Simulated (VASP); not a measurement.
Here is a VASP 6.6.1 calculation.

INCAR

```
PREC     = Accurate       # precision mode
ENCUT    = 600            # plane-wave cutoff, eV
EDIFF    = 1E-6           # SCF threshold, eV
ISMEAR   = 0              # smearing method
SIGMA    = 0.1            # smearing width, eV
LREAL    = F              # projectors in reciprocal space
LASPH    = T              # aspherical terms in the spheres
NELM     = 100            # most SCF steps
ALGO     = Normal         # electronic algorithm
ISIF     = 3              # what is computed and relaxed
LWAVE    = F              # write WAVECAR
LCHARG   = F              # write CHGCAR
GGA      = PS             # functional
IBRION   = 2              # ionic algorithm
NSW      = 100            # ionic steps
EDIFFG   = -0.05          # ionic threshold
```

KPOINTS

```
Automatic mesh
0
Gamma
  6 6 6
```

POSCAR

```
Be5Ge
1.0
    4.2158089045      0.0000000000      0.0000000000
   -2.1079044522      3.6509976088      0.0000000000
    0.0000000000      0.0000000000      3.2086272561
Be Ge
5 1
Direct
    0.3333333333      0.6666666667      0.0000000000
    0.6666666667      0.3333333333      0.0000000000
    0.5000000000      0.0000000000      0.5000000000
    0.5000000000      0.5000000000      0.5000000000
    0.0000000000      0.5000000000      0.5000000000
    0.0000000000      0.0000000000      0.0000000000
```

Potentials or basis: VASP PAW PBE potentials, release 64 (Be, Ge_d).

The run is started by

```sh
$ cat potpaw_PBE.64/Be/POTCAR potpaw_PBE.64/Ge_d/POTCAR > POTCAR
$ mpirun -np 1 vasp_std > vasp.out
```

(1) Predict the relaxed volume.

(2) What does it give for the band gap on the k mesh?

(3) Predict the relaxed cell.

(4) Predict the space group after relaxing (to 0.05 Å).

Answers

(1) 10.17 Å³/atom.

(2) zero (band 12 reaches 7.60 eV, above the bottom of band 13 at 4.48 eV).

(3) a = 4.437 Å, b = 4.437 Å, c = 3.579 Å, α = 90.00°, β = 90.00°, γ = 120.00°.

(4) P6/mmm (No. 191).

Caveat: the volume moved by over 15 % at a fixed basis, so the end points are rough; the PAW data sets were made with another functional, which shifts forces and pressure a little.
